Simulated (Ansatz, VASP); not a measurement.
**Two plane-wave programs on Pd2S**

INCAR

```
  ALGO = Fast
  EDIFF = 1E-6
  EDIFFG = -0.01
  ENCUT = 600
  GGA = PE
  IBRION = 2
  ISIF = 3
  ISMEAR = 0
  LASPH = True
  LCHARG = False
  LREAL = False
  LWAVE = False
  NELM = 100
  NSW = 100
  PREC = Accurate
  SIGMA = 0.1
```

The input KPOINTS:

```
k-points
0
Gamma
  10 6 10
```

POSCAR

```
Pd2S
1.0
    3.7227763004      0.0000000000      0.0000000000
    0.0000000000      6.6190810960      0.0000000000
    0.0000000000      0.0000000000      3.9629067717
Pd S
4 2
Direct
    0.2720615732      0.3312302401      0.0000000000
    0.7279384268      0.6687697599      0.0000000000
    0.7720615732      0.1687697599      0.5000000000
    0.2279384268      0.8312302401      0.5000000000
    0.0000000000      0.0000000000      0.0000000000
    0.5000000000      0.5000000000      0.5000000000
```

Input for Ansatz:

```yaml
crystal:
  lattice:
    - [3.7227763004, 0.0, 0.0]
    - [0.0, 6.619081096, 0.0]
    - [0.0, 0.0, 3.9629067717]
  atoms:
    - { symbol: Pd, position: [0.2720615732, 0.3312302401, 0.0] }
    - { symbol: Pd, position: [0.7279384268, 0.6687697599, 0.0] }
    - { symbol: Pd, position: [0.7720615732, 0.1687697599, 0.5] }
    - { symbol: Pd, position: [0.2279384268, 0.8312302401, 0.5] }
    - { symbol: S, position: [0.0, 0.0, 0.0] }
    - { symbol: S, position: [0.5, 0.5, 0.5] }
basis:
  ecutwfc: 420
kpoints:
  mp_grid: { grid: [10, 6, 10] }
hamiltonian:
  xc: pbe
scf:
  occupations: { method: gaussian, width: 0.1 }
output:
  forces: true
  stress: true
  eigenvalues: true
relax:
  adjacent_minimum: "off"
  f_tol: 0.01
  max_steps: 80
  cell: { stress_tol: 0.05 }
```

Alike in both runs: task relaxation of cell and atoms; functional PBE; k mesh 10 × 6 × 10; occupations gaussian, width 0.1 eV; no spin polarisation.

```csv
,VASP,Ansatz
version,VASP 6.6.1,Ansatz 0.2.0
potentials or method,"VASP PAW PBE potentials, release 64 (Pd, S), cutoff 600 eV","scalar-relativistic, plane waves, PAW"
valence electrons in the cell,52,84
```

|  | VASP | Ansatz | Ansatz less VASP |
| --- | --- | --- | --- |
| gap on the k mesh at the Fermi level, each at its own relaxed structure (eV) | none | none | - |
| relaxed volume (Å³/atom) | 16.23 | 16.23 | +0.002 |
| relaxed length of the cell vector where the two differ most in proportion (Å) | 3.705 | 3.702 | -0.0024 |

A gap of «none» marks a metal or a gap that the smearing closes. VASP's potentials hold 52 valence electrons a cell and Ansatz's 84, so a difference there can come from the potentials and not from the codes.
